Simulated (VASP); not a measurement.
# Al3GaN4 (Pm) in VASP: further runs

Al3GaN4 is run at these levels: PBEsol; tasks: single point.

All numbers are computed with VASP 6.6.1; they aren't measurements. Logs are shortened: lines on timing, memory, paths and dates and some standing lists are left out, and cuts for length are marked.

## Step 1: The cell of the first run

The structure is monoclinic, space group Pm (No. 6). The conventional cell has a = 4.640 Å, b = 2.880 Å, c = 4.985 Å, α = 90.00°, β = 90.03°, γ = 90.00°. Within 2.3 Å of Al (site symmetry m) lie 4 N at 1.73 to 1.75 Å. Within 2.3 Å of Al (site symmetry m) lie 4 N at 1.74 to 1.75 Å. Al (site symmetry m) has 4 N at 1.74 to 1.75 Å within 2.3 Å. Ga (site symmetry m) has 4 N at 1.78 to 1.80 Å within 2.4 Å. N (site symmetry m) has 3 Al at 1.74 Å and 1 Ga at 1.80 Å within 2.3 Å. N (site symmetry m) has 4 Al at 1.75 Å within 2.3 Å. N (site symmetry m) has 2 Al at 1.73 to 1.74 Å and 2 Ga at 1.78 Å within 2.3 Å. Within 2.3 Å of N (site symmetry m) lie 3 Al at 1.74 to 1.75 Å and 1 Ga at 1.79 Å.

## Step 2: Single point, PBEsol (strain -0.080 along x and y, -0.080 along z)

File INCAR:

```
  ALGO = Normal
  EDIFF = 1E-6
  ENCUT = 520
  GGA = PS
  ISIF = 2
  ISMEAR = 0
  LASPH = True
  LCHARG = True
  LELF = True
  LREAL = False
  LVHAR = True
  LWAVE = False
  NBANDS = 31
  NELM = 100
  PREC = Accurate
  SIGMA = 0.05
```

File KPOINTS:

```
k-points
0
Gamma
  6 8 4
```

File POSCAR:

```
Al3GaN4
1.0
    4.6399353336      0.0000000000      0.0001057914
    0.0000000000      2.8796679856      0.0000000000
   -0.0029773563      0.0000000000      4.9845525916
Al Ga N
3 1 4
Direct
    0.5002300423      0.5000000000      0.1673295664
    0.0009207036      0.5000000000      0.8348055932
    0.0010880650      0.0000000000      0.3316926342
    0.4994217138      0.0000000000      0.6662009016
    0.1111724737      0.0000000000      0.6663292503
    0.1224543238      0.5000000000      0.1671578647
    0.6251234799      0.5000000000      0.8401923551
    0.6231881979      0.0000000000      0.3262928345
```

Potentials or basis: VASP PAW PBE potentials, release 64 (Al, Ga_d, N).

Started as:

```console
$ cat potpaw_PBE.64/Al/POTCAR potpaw_PBE.64/Ga_d/POTCAR potpaw_PBE.64/N/POTCAR > POTCAR
$ mpirun -np 1 vasp_std > vasp.out
```

OUTCAR:

```text
EDIFF = 1E-6
   ENCUT = 520
   GGA = PS
   ISIF = 2
   ISMEAR = 0
   LASPH = True
   LREAL = False
   NELM = 100
   PREC = Accurate

 ion  position               nearest neighbor table
   1  0.500  0.500  0.167-   7 1.73   8 1.74   8 1.74   6 1.75   2 2.85   3 2.85   3 2.85   3 2.85
                             3 2.85   2 2.85   4 2.87   4 2.87   4 2.88   4 2.88
   2  0.001  0.500  0.835-   5 1.74   5 1.74   7 1.74   6 1.75   1 2.85   4 2.85   4 2.85   1 2.85
                             4 2.86   4 2.86   3 2.86   3 2.86   3 2.89   3 2.89
   3  0.001  0.000  0.332-   5 1.74   6 1.75   6 1.75   8 1.75   1 2.85   1 2.85   4 2.85   1 2.85
                             1 2.85   4 2.86   2 2.86   2 2.86   2 2.89   2 2.89
   4  0.499  0.000  0.666-   7 1.78   7 1.78   8 1.79   5 1.80   3 2.85   2 2.85   2 2.85   2 2.86
                             2 2.86   3 2.86   1 2.87   1 2.87   1 2.88   1 2.88
   5  0.111  0.000  0.666-   2 1.74   2 1.74   3 1.74   4 1.80
   6  0.122  0.500  0.167-   2 1.75   3 1.75   3 1.75   1 1.75
   7  0.625  0.500  0.840-   1 1.73   2 1.74   4 1.78   4 1.78
   8  0.623  0.000  0.326-   1 1.74   1 1.74   3 1.75   4 1.79

  LATTYP: Found a simple monoclinic cell.
 ALAT       =     4.6399353348
 B/A-ratio  =     0.6206267497
 C/A-ratio  =     1.0742721872
 COS(beta)  =    -0.0005745164

  Lattice vectors:

 A1 = (   4.6399353336,   0.0000000000,   0.0001057914)
 A2 = (   0.0000000000,   2.8796679856,   0.0000000000)
 A3 = (  -0.0029773563,   0.0000000000,   4.9845525916)

Analysis of symmetry for initial positions (statically):
=====================================================================
 Subroutine PRICEL returns:
 Original cell was already a primitive cell.

 Routine SETGRP: Setting up the symmetry group for a
 simple monoclinic supercell.

 Subroutine GETGRP returns: Found  2 space group operations
 (whereof  2 operations were pure point group operations)
 out of a pool of  4 trial point group operations.

The static configuration has the point symmetry C_1h.

Analysis of symmetry for dynamics (positions and initial velocities):
=====================================================================
 Subroutine PRICEL returns:
 Original cell was already a primitive cell.

 Routine SETGRP: Setting up the symmetry group for a
 simple monoclinic supercell.

 Subroutine GETGRP returns: Found  2 space group operations
 (whereof  2 operations were pure point group operations)
 out of a pool of  4 trial point group operations.

The dynamic configuration has the point symmetry C_1h.

 Subroutine INISYM returns: Found  2 space group operations
 (whereof  2 operations are pure point group operations),
 and found     1 'primitive' translations

----------------------------------------------------------------------------------------

                                     Primitive cell

  volume of cell :      66.6010

  direct lattice vectors                    reciprocal lattice vectors
     4.639935334  0.000000000  0.000105791     0.215520242  0.000000000  0.000128734
     0.000000000  2.879667986  0.000000000     0.000000000  0.347262256  0.000000000
    -0.002977356  0.000000000  4.984552592    -0.000004574  0.000000000  0.200619808

  length of vectors
     4.639935335  2.879667986  4.984553481     0.215520281  0.347262256  0.200619809

  position of ions in fractional coordinates (direct lattice)
     0.500230042  0.500000000  0.167329566
     0.000920704  0.500000000  0.834805593
     0.001088065  0.000000000  0.331692634
     0.499421714  0.000000000  0.666200902
     0.111172474  0.000000000  0.666329250
     0.122454324  0.500000000  0.167157865
     0.625123480  0.500000000  0.840192355
     0.623188198  0.000000000  0.326292835

  ion indices of the primitive-cell ions
   primitive index   ion index
                 1           1
                 2           2
                 3           3
                 4           4
                 5           5
                 6           6
                 7           7
                 8           8

----------------------------------------------------------------------------------------

 KPOINTS: k-points

Automatic generation of k-mesh.
 Grid dimensions read from file:
 generate k-points for:    6    8    4

 Generating k-lattice:

  Cartesian coordinates                     Fractional coordinates (reciprocal lattice)
     0.035920040  0.000000000  0.000021456     0.166666667  0.000000000  0.000000000
     0.000000000  0.043407782  0.000000000     0.000000000  0.125000000  0.000000000
    -0.000001144  0.000000000  0.050154952     0.000000000  0.000000000  0.250000000

  Length of vectors
     0.035920047  0.043407782  0.050154952

  Shift w.r.t. Gamma in fractional coordinates (k-lattice)
     0.000000000  0.000000000  0.000000000

 Subroutine IBZKPT returns following result:
 ===========================================

 Found     70 irreducible k-points:

 Following reciprocal coordinates:
            Coordinates               Weight
  0.000000  0.000000  0.000000      1.000000
  0.166667  0.000000  0.000000      2.000000
  0.333333  0.000000 -0.000000      2.000000
  0.500000  0.000000  0.000000      1.000000
  0.000000  0.125000  0.000000      2.000000
  0.166667  0.125000  0.000000      4.000000
[... 16 lines left out ...]
  0.333333  0.000000  0.250000      2.000000
  0.500000  0.000000  0.250000      2.000000
 [... further k-points ...]
   k-points           NKPTS =     70   k-points in BZ     NKDIM =     70   number of bands    NBANDS=     31
   number of dos      NEDOS =    301   number of ions     NIONS =      8
   total plane-waves  NPLWV =  34560
   dimension x,y,z NGX =    36 NGY =   24 NGZ =   40
   dimension x,y,z NGXF=    72 NGYF=   48 NGZF=   80
   ions per type =               3   1   4
   NGX,Y,Z   is equivalent  to a cutoff of  12.90, 13.86, 13.34 a.u.
   NGXF,Y,Z  is equivalent  to a cutoff of  25.80, 27.71, 26.68 a.u.
 SYSTEM =  unknown system
   PREC   = accura    normal or accurate (medium, high low for compatibility)
   ISTART =      0    job   : 0-new  1-cont  2-samecut
   ICHARG =      2    charge: 1-file 2-atom 10-const
   ISPIN  =      1    spin polarized calculation?
   LNONCOLLINEAR =      F non collinear calculations
   LSORBIT =      F    spin-orbit coupling
   LASPH  =      T    aspherical Exc in radial PAW
   ENCUT  =  520.0 eV  38.22 Ry    6.18 a.u.   8.63  5.35  9.27*2*pi/ulx,y,z
   NELM   =    100;   NELMIN=  2; NELMDL= -5     # of ELM steps
   EDIFF  = 0.1E-05   stopping-criterion for ELM
   LREAL  =      F    real-space projection
[... 7 lines left out ...]
   TEBEG  =    0.0;   TEEND  =   0.0 temperature during run
   PSTRESS=    0.0 pullay stress
   NELECT =      42.0000    total number of electrons
   NUPDOWN=      -1.0000    fix difference up-down
   EMIN   =  10.00;   EMAX   =-10.00  energy-range for DOS
   EFERMI =   0.00;   METHOD = LEGACY
   ISMEAR =     0;   SIGMA  =   0.05  broadening in eV -4-tet -1-fermi 0-gaus
   EFERMI_NEDOS =   21; number of points for ismear=-14 and -15
   IALGO  =     38    algorithm
   IMIX   =      4    mixing-type and parameters
     AMIX     =   0.40;   BMIX     =  1.00
     AMIX_MAG =   1.60;   BMIX_MAG =  1.00
  volume/ion in A,a.u.               =       8.33        56.18
  Fermi-wavevector in a.u.,A,eV,Ry     =   1.403884  2.652955 26.815573  1.970889
  Thomas-Fermi vector in A             =   2.526501
   LORBIT       =      0    0 simple, 1 ext, 2 COOP (PROOUT), +10 PAW based schemes
   GGA     = PS    functional components
   LHFCALC =     F    Hartree Fock is set to
   AEXX    =    0.0000 exact exchange contribution
   IVDW    =     0    specifies the selected vdW correction
   LEPSILON=     F    determine dielectric tensor
   LRPA    =     F    only Hartree local field effects (RPA)
 non-spin polarized calculation
 Gauss-broadening in eV      SIGMA  =   0.05
  energy-cutoff  :      520.00
  volume of cell :       66.60
 maximum number of plane-waves:      1825
 NGX is ok and might be reduce to    36
   NGX = 17   NGY = 11   NGZ = 19

 number of electron      42.0000003 magnetization

 Free energy of the ion-electron system (eV)
  ---------------------------------------------------
  ext. energy  EPLUGINS =         0.00000000
  ---------------------------------------------------
  free energy    TOTEN  =       -56.12484699 eV

  energy without entropy =      -56.12484699  energy(sigma->0) =      -56.12484699

 E-fermi :   8.8280     XC(G=0): -12.5329

 val. band max:        8.6289563115   @ k =   0.0000   0.0000   0.0000
 cond. band min:      13.5322740214   @ k =   0.0000   0.3750   0.0000
 fundamental gap:      4.9033177098
 Fermi energy:         8.8279970440

 k-point     1 :       0.0000    0.0000    0.0000
  band No.  band energies     occupation
      1      -8.6640      2.00000
      2      -6.4306      2.00000
      3      -6.3581      2.00000
      4      -5.2546      2.00000
      5      -4.3140      2.00000
      6      -4.1653      2.00000
[... 23 lines left out ...]
     30      21.3486      0.00000
     31      21.3914      0.00000

 k-point     2 :       0.1667    0.0000    0.0000
  band No.  band energies     occupation
      1      -8.5319      2.00000
      2      -6.4948      2.00000
      3      -6.3770      2.00000
      4      -5.3409      2.00000
      5      -4.3146      2.00000
      6      -4.1766      2.00000
[... 23 lines left out ...]
     30      21.2425      0.00000
     31      21.4271      0.00000

 k-point     3 :       0.3333    0.0000   -0.0000
  band No.  band energies     occupation
      1      -8.1581      2.00000
      2      -6.9017      2.00000
      3      -6.3041      2.00000
      4      -5.4542      2.00000
      5      -4.3158      2.00000
      6      -4.2018      2.00000
[... 703 lines left out ...]
     30      21.4472      0.00000
     31      21.6805      0.00000

 k-point    24 :       0.5000    0.0000    0.2500
  band No.  band energies     occupation
      1      -7.5465      2.00000
      2      -7.1465      2.00000
      3      -6.4442      2.00000
      4      -5.7959      2.00000
      5      -4.3171      2.00000
      6      -4.2079      2.00000
[... 23 lines left out ...]
     30      21.4738      0.00000
     31      21.7039      0.00000

 [... further k-points ...]

------------------------ aborting loop because EDIFF is reached ----------------------------------------

  FORCE on cell =-STRESS in cart. coord.  units (eV):
  Direction    XX          YY          ZZ          XY          YZ          ZX
  --------------------------------------------------------------------------------------
  -------------------------------------------------------------------------------------
  Total       33.0384473     34.6247206     34.4762702      0.0000000      0.0000000     -0.0134939
  in kB      794.7850253    832.9449990    829.3738220      0.0000000      0.0000000     -0.3246132
  external PRESSURE =     819.0346154 kB  Pullay stress =       0.0000000 kB

 VOLUME and BASIS-vectors are now :
 -----------------------------------------------------------------------------
  energy-cutoff  :      520.00
  volume of cell :       66.60
      direct lattice vectors                 reciprocal lattice vectors
     4.639935334  0.000000000  0.000105791     0.215520242  0.000000000  0.000128734
     0.000000000  2.879667986  0.000000000     0.000000000  0.347262256  0.000000000
    -0.002977356  0.000000000  4.984552592    -0.000004574  0.000000000  0.200619808

 POSITION                                       TOTAL-FORCE (eV/Angst)
 -----------------------------------------------------------------------------------
      2.32054      1.43983      0.83412         0.001980      0.000000      0.119339
      0.00179      1.43983      4.16113         0.224969      0.000000      0.120060
      0.00406      0.00000      1.65334         0.134678      0.000000     -0.126887
      2.31530      0.00000      3.32077        -0.118836      0.000000     -0.124655
      0.51385      0.00000      3.32136        -0.250546      0.000000     -0.027164
      0.56768      1.43983      0.83322        -0.036488      0.000000      0.035464
      2.89803      1.43983      4.18805         0.042172      0.000000      0.081790
      2.89058      0.00000      1.62649         0.002071      0.000000     -0.077946
 -----------------------------------------------------------------------------------
    total drift:                                0.000289     -0.000000      0.000215

  FREE ENERGIE OF THE ION-ELECTRON SYSTEM (eV)
  ---------------------------------------------------
  free  energy   TOTEN  =       -56.1248469941 eV

  energy  without entropy=      -56.1248469941  energy(sigma->0) =      -56.12484699
```

It took 54 s on 1 thread of Intel Xeon 6975P-C (Granite Rapids), shared host; peak memory 0.26 GiB.

What came out:

| Property | Result |
| --- | --- |
| Free energy | -56.1248 eV |
| Pressure | 81.9 GPa |
| Largest force | 0.255 eV/Å |
| Band gap on the k mesh | 4.90 eV (least direct gap 5.48 eV) |

Forces in eV/Å, atoms in the order of the input:
```
Al   0.002  0.000  0.119
Al   0.225  0.000  0.120
Al   0.135  0.000 -0.127
Ga  -0.119  0.000 -0.125
N   -0.251  0.000 -0.027
N   -0.036  0.000  0.035
N    0.042  0.000  0.082
N    0.002  0.000 -0.078
```

Stress tensor (GPa, compression positive):
```
79.48  0.00 -0.03
 0.00 83.29  0.00
-0.03  0.00 82.94
```

Levels at points of the mesh, in eV from the valence-band top:
| k point | band 17 | band 18 | band 19 | band 20 | band 21 | band 22 | band 23 | band 24 | band 25 | band 26 |
| --- | --- | --- | --- | --- | --- | --- | --- | --- | --- | --- |
| (0.00, 0.00, 0.00) | -1.15 | -0.98 | -0.17 | -0.07 | 0.00 | 5.53 | 6.01 | 6.59 | 8.02 | 9.56 |
| (0.50, 0.00, 0.00) | -1.57 | -0.93 | -0.92 | -0.37 | -0.28 | 5.57 | 5.97 | 7.64 | 8.08 | 10.01 |
| (0.00, 0.50, 0.00) | -3.30 | -2.46 | -2.29 | -1.98 | -1.83 | 5.71 | 5.77 | 8.61 | 8.89 | 10.04 |
| (0.50, 0.50, 0.00) | -3.67 | -1.48 | -1.47 | -1.42 | -1.05 | 6.96 | 7.21 | 7.41 | 7.46 | 9.90 |
| (0.00, 0.00, 0.50) | -1.94 | -0.79 | -0.76 | -0.52 | -0.21 | 7.16 | 7.29 | 8.17 | 8.61 | 8.94 |
| (0.50, 0.00, 0.50) | -1.70 | -1.62 | -1.50 | -1.43 | -0.83 | 7.02 | 7.14 | 7.27 | 7.64 | 10.32 |
| (0.00, 0.50, 0.50) | -2.76 | -2.56 | -2.43 | -1.00 | -0.76 | 5.80 | 5.97 | 6.48 | 6.51 | 8.91 |
| (0.50, 0.50, 0.50) | -2.04 | -1.90 | -1.76 | -1.70 | -1.41 | 5.44 | 5.70 | 5.88 | 5.89 | 9.40 |

Caveat: the cell differs from its parent crystal (strain -0.080 along x and y, -0.080 along z); the cell stands under pressure; the PAW data sets were made with another functional, which shifts forces and pressure a little. A k mesh can miss the band edges.

(Continued in part 2 of 3.)
